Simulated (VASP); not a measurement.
ZnSe, 2 atoms in the cell. It takes space group F-43m (No. 216, cubic). Conventional cell: a = 5.668 Å, b = 5.668 Å, c = 5.668 Å, α = 90.00°, β = 90.00°, γ = 90.00°. Se (site symmetry -43m) has 4 Zn at 2.45 Å within 3.2 Å. Zn (site symmetry -43m) has 4 Se at 2.45 Å within 3.2 Å. 

| Item | Value |
| --- | --- |
| Program | VASP 6.6.1 |
| Task | single point |
| Functional | HF |
| Potentials or basis | VASP PAW PBE potentials, release 64 (Se, Zn) |
| Cutoff | 520 eV |
| k mesh | 4 × 4 × 4 |
| Occupations | fermi-dirac, width 0.05 eV |
| Spin | no spin polarisation |
| Dipole correction | no |
| Grid for exact exchange (PRECFOCK) | Normal |
| Further INCAR settings | ALGO = Normal; EDIFF = 1e-07; NBANDS = 16 |
| Share of exact exchange | 1 |

Potentials or basis: VASP PAW PBE potentials, release 64 (Se, Zn).

Run with:

```console
$ cat potpaw_PBE.64/Se/POTCAR potpaw_PBE.64/Zn/POTCAR > POTCAR
$ cp INCAR.step1 INCAR
$ mpirun -np 1 vasp_std > vasp.out
$ cp INCAR.step2 INCAR
$ mpirun -np 1 vasp_std > vasp.out
```

Hardware: 1 thread of Intel(R) Xeon(R) Platinum 8559C (Emerald Rapids), on a shared host.

Task: How long does it take, and how much memory?

Result: Wall time 5.5 min on 1 thread of Intel(R) Xeon(R) Platinum 8559C (Emerald Rapids), on a shared host, peak memory 0.18 GiB. Counts: k points 8.
